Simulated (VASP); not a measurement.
# Cs2AgBiBr6 (Fm-3m) in VASP: single point with PBE

Aim: the single point of Cs2AgBiBr6 with PBE.

Everything below comes from runs of VASP 6.6.1. Logs are shortened: lines on timing, memory, paths and dates and some standing lists are left out, and cuts for length are marked.

## 1. The cell of the first run

It takes space group Fm-3m (No. 225, cubic). The conventional cell has a = 11.338 Å, b = 11.338 Å, c = 11.338 Å, α = 90.00°, β = 90.00°, γ = 90.00°. Bi (site symmetry m-3m) has 6 Br at 2.84 Å within 3.7 Å. Within 3.7 Å of Ag (site symmetry m-3m) lie 6 Br at 2.83 Å. Cs (site symmetry -43m) has 12 Br at 4.01 Å and 4 Bi at 4.91 Å and 4 Ag at 4.91 Å within 5.3 Å. Br (site symmetry 4mm) has 1 Ag at 2.83 Å and 1 Bi at 2.84 Å within 3.7 Å.

## 2. Single point, PBE

INCAR

```
SYSTEM = Cs2AgBiBr6
PREC = Accurate ; ENCUT = 520
EDIFF = 1E-7 ; ISMEAR = -1
SIGMA = 0.1 ; LREAL = .FALSE.
LASPH = .TRUE. ; NELM = 80
ALGO = Normal ; ISIF = 2
LWAVE = .FALSE. ; LCHARG = .TRUE.
GGA = PE ; LELF = .TRUE.
LVHAR = .TRUE. ; NBANDS = 54
```

KPOINTS

```
Automatic mesh
0
G
  4 4 4
  0 0 0
```

POSCAR

```
Cs2AgBiBr6
1.0
    0.0000000000      5.6690740000      5.6690740000
    5.6690740000      0.0000000000      5.6690740000
    5.6690740000      5.6690740000      0.0000000000
Bi Ag Cs Br
1 1 2 6
Direct
    0.0000000000      0.0000000000      0.0000000000
    0.5000000000      0.5000000000      0.5000000000
    0.2500000000      0.2500000000      0.2500000000
    0.7500000000      0.7500000000      0.7500000000
    0.2505500000      0.7494500000      0.2505500000
    0.2505500000      0.7494500000      0.7494500000
    0.7494500000      0.2505500000      0.7494500000
    0.7494500000      0.2505500000      0.2505500000
    0.2505500000      0.2505500000      0.7494500000
    0.7494500000      0.7494500000      0.2505500000
```

Potentials or basis: VASP PAW PBE potentials, release 64 (Bi_d, Ag, Cs_sv, Br).

Command:

```bash
> cat potpaw_PBE.64/Bi_d/POTCAR potpaw_PBE.64/Ag/POTCAR potpaw_PBE.64/Cs_sv/POTCAR potpaw_PBE.64/Br/POTCAR > POTCAR
> mpirun -np 1 vasp_std > vasp.out
```

OUTCAR:

```text
SYSTEM = Cs2AgBiBr6
   PREC = Accurate
   ENCUT = 520
   EDIFF = 1E-7
   ISMEAR = -1
   LREAL = .FALSE.
   LASPH = .TRUE.
   NELM = 80
   ISIF = 2
   GGA = PE

 ion  position               nearest neighbor table
   1  0.000  0.000  0.000-   5 2.84   6 2.84   7 2.84   8 2.84   9 2.84  10 2.84
   2  0.500  0.500  0.500-   5 2.83   6 2.83   7 2.83   8 2.83   9 2.83  10 2.83
   3  0.250  0.250  0.250-
   4  0.750  0.750  0.750-
   5  0.251  0.749  0.251-   2 2.83   1 2.84
   6  0.251  0.749  0.749-   2 2.83   1 2.84
   7  0.749  0.251  0.749-   2 2.83   1 2.84
   8  0.749  0.251  0.251-   2 2.83   1 2.84
   9  0.251  0.251  0.749-   2 2.83   1 2.84
  10  0.749  0.749  0.251-   2 2.83   1 2.84

  LATTYP: Found a face centered cubic cell.
 ALAT       =    11.3381480000

  Lattice vectors:

 A1 = (   0.0000000000,   5.6690740000,   5.6690740000)
 A2 = (   5.6690740000,   0.0000000000,   5.6690740000)
 A3 = (   5.6690740000,   5.6690740000,   0.0000000000)

Analysis of symmetry for initial positions (statically):
=====================================================================
 Subroutine PRICEL returns:
 Original cell was already a primitive cell.

 Routine SETGRP: Setting up the symmetry group for a
 face centered cubic supercell.

 Subroutine GETGRP returns: Found 48 space group operations
 (whereof 48 operations were pure point group operations)
 out of a pool of 48 trial point group operations.

The static configuration has the point symmetry O_h .

Analysis of symmetry for dynamics (positions and initial velocities):
=====================================================================
 Subroutine PRICEL returns:
 Original cell was already a primitive cell.

 Routine SETGRP: Setting up the symmetry group for a
 face centered cubic supercell.

 Subroutine GETGRP returns: Found 48 space group operations
 (whereof 48 operations were pure point group operations)
 out of a pool of 48 trial point group operations.

The dynamic configuration has the point symmetry O_h .

 Subroutine INISYM returns: Found 48 space group operations
 (whereof 48 operations are pure point group operations),
 and found     1 'primitive' translations

----------------------------------------------------------------------------------------

                                     Primitive cell

  volume of cell :     364.3899

  direct lattice vectors                    reciprocal lattice vectors
     0.000000000  5.669074000  5.669074000    -0.088197826  0.088197826  0.088197826
     5.669074000  0.000000000  5.669074000     0.088197826 -0.088197826  0.088197826
     5.669074000  5.669074000  0.000000000     0.088197826  0.088197826 -0.088197826

  length of vectors
     8.017281337  8.017281337  8.017281337     0.152763115  0.152763115  0.152763115

  position of ions in fractional coordinates (direct lattice)
     0.000000000  0.000000000  0.000000000
     0.500000000  0.500000000  0.500000000
     0.250000000  0.250000000  0.250000000
     0.750000000  0.750000000  0.750000000
     0.250550000  0.749450000  0.250550000
     0.250550000  0.749450000  0.749450000
     0.749450000  0.250550000  0.749450000
     0.749450000  0.250550000  0.250550000
     0.250550000  0.250550000  0.749450000
     0.749450000  0.749450000  0.250550000

  ion indices of the primitive-cell ions
   primitive index   ion index
                 1           1
                 2           2
                 3           3
                 4           4
                 5           5
                 6           6
                 7           7
                 8           8
                 9           9
                10          10

----------------------------------------------------------------------------------------

 KPOINTS: Automatic mesh

Automatic generation of k-mesh.
 Grid dimensions read from file:
 generate k-points for:    4    4    4

 Generating k-lattice:

  Cartesian coordinates                     Fractional coordinates (reciprocal lattice)
    -0.022049456  0.022049456  0.022049456     0.250000000  0.000000000  0.000000000
     0.022049456 -0.022049456  0.022049456     0.000000000  0.250000000  0.000000000
     0.022049456  0.022049456 -0.022049456     0.000000000  0.000000000  0.250000000

  Length of vectors
     0.038190779  0.038190779  0.038190779

  Shift w.r.t. Gamma in fractional coordinates (k-lattice)
     0.000000000  0.000000000  0.000000000

 Subroutine IBZKPT returns following result:
 ===========================================

 Found      8 irreducible k-points:

 Following reciprocal coordinates:
            Coordinates               Weight
  0.000000  0.000000  0.000000      1.000000
  0.250000  0.000000  0.000000      8.000000
  0.500000  0.000000  0.000000      4.000000
  0.250000  0.250000  0.000000      6.000000
  0.500000  0.250000  0.000000     24.000000
 -0.250000  0.250000  0.000000     12.000000
  0.500000  0.500000  0.000000      3.000000
 -0.250000  0.500000  0.250000      6.000000
   k-points           NKPTS =      8   k-points in BZ     NKDIM =      8   number of bands    NBANDS=     54
   number of dos      NEDOS =    301   number of ions     NIONS =     10
   total plane-waves  NPLWV = 216000
   dimension x,y,z NGX =    60 NGY =   60 NGZ =   60
   dimension x,y,z NGXF=   120 NGYF=  120 NGZF=  120
   ions per type =               1   1   2   6
   NGX,Y,Z   is equivalent  to a cutoff of  12.44, 12.44, 12.44 a.u.
   NGXF,Y,Z  is equivalent  to a cutoff of  24.88, 24.88, 24.88 a.u.
 SYSTEM =  Cs2AgBiBr6
   PREC   = accura    normal or accurate (medium, high low for compatibility)
   ISTART =      0    job   : 0-new  1-cont  2-samecut
   ICHARG =      2    charge: 1-file 2-atom 10-const
   ISPIN  =      1    spin polarized calculation?
   LNONCOLLINEAR =      F non collinear calculations
   LSORBIT =      F    spin-orbit coupling
   LASPH  =      T    aspherical Exc in radial PAW
   ENCUT  =  520.0 eV  38.22 Ry    6.18 a.u.  14.91 14.91 14.91*2*pi/ulx,y,z
   NELM   =     80;   NELMIN=  2; NELMDL= -5     # of ELM steps
   EDIFF  = 0.1E-06   stopping-criterion for ELM
   LREAL  =      F    real-space projection
   EDIFFG = 0.1E-05   stopping-criterion for IOM
   NSW    =      0    number of steps for IOM
   IBRION =     -1    ionic relax: 0-MD 1-quasi-New 2-CG
   NFREE  =      0    steps in history (QN), initial steepest desc. (CG)
   ISIF   =      2    stress and relaxation
   ISYM   =      2    0-nonsym 1-usesym 2-fastsym
   POTIM  = 0.5000    time-step for ionic-motion
   TEBEG  =    0.0;   TEEND  =   0.0 temperature during run
   PSTRESS=    0.0 pullay stress
   NELECT =      86.0000    total number of electrons
   NUPDOWN=      -1.0000    fix difference up-down
   EMIN   =  10.00;   EMAX   =-10.00  energy-range for DOS
   EFERMI =   0.00;   METHOD = LEGACY
   ISMEAR =    -1;   SIGMA  =   0.10  broadening in eV -4-tet -1-fermi 0-gaus
   EFERMI_NEDOS =   21; number of points for ismear=-14 and -15
   IALGO  =     38    algorithm
   IMIX   =      4    mixing-type and parameters
     AMIX     =   0.40;   BMIX     =  1.00
     AMIX_MAG =   1.60;   BMIX_MAG =  1.00
  volume/ion in A,a.u.               =      36.44       245.90
  Fermi-wavevector in a.u.,A,eV,Ry     =   1.011701  1.911838 13.926093  1.023539
  Thomas-Fermi vector in A             =   2.144766
   LORBIT       =      0    0 simple, 1 ext, 2 COOP (PROOUT), +10 PAW based schemes
   GGA     = PE    functional components
   LHFCALC =     F    Hartree Fock is set to
   AEXX    =    0.0000 exact exchange contribution
   IVDW    =     0    specifies the selected vdW correction
   LEPSILON=     F    determine dielectric tensor
   LRPA    =     F    only Hartree local field effects (RPA)
 non-spin polarized calculation
  energy-cutoff  :      520.00
  volume of cell :      364.39
 maximum number of plane-waves:      9841
   NGX = 29   NGY = 29   NGZ = 29

 number of electron      86.0000007 magnetization

 Free energy of the ion-electron system (eV)
  ---------------------------------------------------
  ext. energy  EPLUGINS =         0.00000000
  ---------------------------------------------------
  free energy    TOTEN  =       -29.56828021 eV

  energy without entropy =      -29.56793350  energy(sigma->0) =      -29.56810686

 E-fermi :   1.8125     XC(G=0):  -8.0413

 val. band max:        1.1451053389   @ k =   0.5000   0.5000   0.0000
 cond. band min:       2.4488269972   @ k =   0.5000   0.0000   0.0000
 fundamental gap:      1.3037216583
 Fermi energy:         1.8124851751

 k-point     1 :       0.0000    0.0000    0.0000
  band No.  band energies     occupation
      1     -21.9100      2.00000
      2     -21.9100      2.00000
      3     -21.8761      2.00000
      4     -21.8761      2.00000
      5     -21.8761      2.00000
      6     -19.5810      2.00000
[... 46 lines left out ...]
     53       6.6455      0.00000
     54       6.6456      0.00000

 k-point     2 :       0.2500    0.0000    0.0000
  band No.  band energies     occupation
      1     -21.9100      2.00000
      2     -21.9100      2.00000
      3     -21.8761      2.00000
      4     -21.8761      2.00000
      5     -21.8761      2.00000
      6     -19.5800      2.00000
[... 46 lines left out ...]
     53       6.9162      0.00000
     54       6.9629      0.00000
[... 283 lines left out ...]
     53       7.4832      0.00000
     54       7.8472      0.00000

 k-point     8 :      -0.2500    0.5000    0.2500
  band No.  band energies     occupation
      1     -21.9100      2.00000
      2     -21.9100      2.00000
      3     -21.8761      2.00000
      4     -21.8761      2.00000
      5     -21.8761      2.00000
      6     -19.5779      2.00000
[... 46 lines left out ...]
     53       7.2524      0.00000
     54       7.5354      0.00000

------------------------ aborting loop because EDIFF is reached ----------------------------------------

  FORCE on cell =-STRESS in cart. coord.  units (eV):
  Direction    XX          YY          ZZ          XY          YZ          ZX
  --------------------------------------------------------------------------------------
  -------------------------------------------------------------------------------------
  Total        2.3085694      2.3085694      2.3085694      0.0000000      0.0000000      0.0000000
  in kB       10.1504930     10.1504930     10.1504930      0.0000000      0.0000000      0.0000000
  external PRESSURE =      10.1504930 kB  Pullay stress =       0.0000000 kB

 VOLUME and BASIS-vectors are now :
 -----------------------------------------------------------------------------
  energy-cutoff  :      520.00
  volume of cell :      364.39
      direct lattice vectors                 reciprocal lattice vectors
     0.000000000  5.669074000  5.669074000    -0.088197826  0.088197826  0.088197826
     5.669074000  0.000000000  5.669074000     0.088197826 -0.088197826  0.088197826
     5.669074000  5.669074000  0.000000000     0.088197826  0.088197826 -0.088197826

 POSITION                                       TOTAL-FORCE (eV/Angst)
 -----------------------------------------------------------------------------------
      0.00000      0.00000      0.00000         0.000000     -0.000000      0.000000
      5.66907      5.66907      5.66907         0.000000     -0.000000      0.000000
      2.83454      2.83454      2.83454         0.000000     -0.000000      0.000000
      8.50361      8.50361      8.50361         0.000000     -0.000000      0.000000
      5.66907      2.84077      5.66907         0.000000      0.194615      0.000000
      8.49738      5.66907      5.66907        -0.194615     -0.000000      0.000000
      5.66907      8.49738      5.66907         0.000000     -0.194615      0.000000
      2.84077      5.66907      5.66907         0.194615     -0.000000      0.000000
      5.66907      5.66907      2.84077         0.000000     -0.000000      0.194615
      5.66907      5.66907      8.49738         0.000000     -0.000000     -0.194615
 -----------------------------------------------------------------------------------
    total drift:                                0.000000      0.000000     -0.000000

  FREE ENERGIE OF THE ION-ELECTRON SYSTEM (eV)
  ---------------------------------------------------
  free  energy   TOTEN  =       -29.5682802083 eV

  energy  without entropy=      -29.5679335026  energy(sigma->0) =      -29.56810686
```

It took 2.6 min on 1 thread of AMD EPYC 9R45 (Zen 5), shared host; peak memory 0.56 GiB.

What came out:

| Quantity | Value |
| --- | --- |
| Free energy | -29.5683 eV |
| Pressure | 1.0 GPa |
| Largest force | 0.195 eV/Å |
| Band gap on the k mesh | 1.30 eV, indirect (least direct gap 2.45 eV) |

Forces on the atoms (eV/Å):
```
Bi   0.000  0.000  0.000
Ag   0.000  0.000  0.000
Cs   0.000  0.000  0.000
Cs   0.000  0.000  0.000
Br   0.000  0.195  0.000
Br  -0.195  0.000  0.000
Br   0.000 -0.195  0.000
Br   0.195  0.000  0.000
Br   0.000  0.000  0.195
Br   0.000  0.000 -0.195
```

Caveat: spin-orbit coupling is left out, which moves the levels of the heavy elements. A k mesh can miss the band edges.
